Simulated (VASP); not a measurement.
Runs of VASP 6.6.1 on TaVN2. The structure is that of space group P4/mmm (No. 123), or close to it. The cells are those of the table. 

| task | level | spin | cell | cutoff (eV) | gap on the mesh (eV) | pressure (GPa) | moment (μB) |
| --- | --- | --- | --- | --- | --- | --- | --- |
| single point | r2SCAN | collinear, ferromagnetic start | a = 3.090, b = 3.090, c = 4.353 Å, 4 atoms | 520 | none | -8.1 | 2.13 |
| relaxation of cell and atoms | revPBE | collinear, ferromagnetic start | relaxed from a = 3.050, b = 3.050, c = 4.296 Å, 4 atoms | 600 | none | 0.0 | (c) |
| single point | r2SCAN | collinear, ferromagnetic start | a = 3.070, b = 3.070, c = 4.325 Å, 4 atoms | 520 | none | -2.8 | 2.07 |
| single point | r2SCAN | collinear, ferromagnetic start | a = 3.009, b = 3.009, c = 4.238 Å, 4 atoms | 520 | none | (a) | 1.71 |
| single point | PBE | off | a = 3.050, b = 3.050, c = 4.296 Å, 4 atoms | 520 | none | (b) | - |

Alike in all rows: potentials or basis VASP PAW PBE potentials, release 64 (Ta_pv, V_sv, N); k mesh 9 × 9 × 6; smearing fermi-dirac 0.05 eV.

**Question.** Fill in the values left out.

**Answer.** (a) 15.3; (b) -2.4; (c) 1.29.

Caveats: spin-orbit coupling is left out, which moves the levels of the heavy elements; the PAW data sets were made with another functional, which shifts forces and pressure a little (at least some runs); the stress differs along the axes, from -11 to -6 GPa (at least some runs); the cell stands under pressure (at least some runs).

A k mesh can miss the band edges, and the runs leave out spin-orbit coupling on Ta.

A gap of «none» marks levels without a gap at the run's occupations.
